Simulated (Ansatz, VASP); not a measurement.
**Sr: VASP beside Ansatz**

```
Sr
1.0
     3.31534    0.00000    0.00000
    -1.65767    2.87117    0.00000
     0.00000    0.00000    3.00485
Sr
1
Direct
  0.00000 0.00000 0.00000
```

Change from the starting cell: volume scaled by 0.52, PAW files.

Alike in both runs: task single point; functional PBE; k mesh 11 × 11 × 10; occupations fermi-dirac, width 0.05 eV; no spin polarisation.

|  | VASP | Ansatz |
| --- | --- | --- |
| version | VASP 6.6.1 | Ansatz 0.2.0 |
| potentials or method | VASP PAW PBE potentials, release 64 (Sr_sv) | PAW with Ansatz's default frozen-core files, scalar-relativistic |
| plane-wave cutoff (eV) | 520 | 420 |
| valence electrons in the cell | 10 | 10 |

```csv
,VASP,Ansatz,Ansatz less VASP
pressure (GPa),18.3,18.0,-0.28
"traceless stress, the component that is largest in VASP (GPa)",0.51,0.38,-0.126
```
